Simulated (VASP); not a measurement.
Input of a VASP 6.6.1 run:

Contents of INCAR:

```
PREC     = Accurate       # precision mode
ENCUT    = 520            # plane-wave cutoff, eV
EDIFF    = 1E-6           # SCF threshold, eV
ISMEAR   = -1             # smearing method
SIGMA    = 0.05           # smearing width, eV
LREAL    = F              # projectors in reciprocal space
LASPH    = T              # aspherical terms in the spheres
NELM     = 150            # most SCF steps
ALGO     = Fast           # electronic algorithm
ISIF     = 2              # what is computed and relaxed
LWAVE    = F              # write WAVECAR
LCHARG   = F              # write CHGCAR
ISPIN    = 2              # spin polarisation
MAGMOM   = 2              # initial moments
LORBIT   = 11             # projections on sites
LMAXMIX  = 4              # l up to which the mixer works
NBANDS   = 16             # bands
```

File KPOINTS:

```
regular mesh
0
Gamma
  12 12 12
```

File POSCAR:

```
V
1.0
   -1.4834362237      1.4834362237      1.4834362237
    1.4834362237     -1.4834362237      1.4834362237
    1.4834362237      1.4834362237     -1.4834362237
V
1
Direct
    0.0000000000      0.0000000000      0.0000000000
```

Potentials or basis: VASP PAW LDA potentials, release 64 (V_sv).

The run is started by

```sh
$ cat potpaw_LDA.64/V_sv/POTCAR > POTCAR
$ mpirun -np 1 vasp_std > vasp.out
```

**Question.** Estimate the net moment.

**Answer.** 0.00 μB per cell.

**Question.** Predict the pressure.

**Answer.** -7.8 GPa.
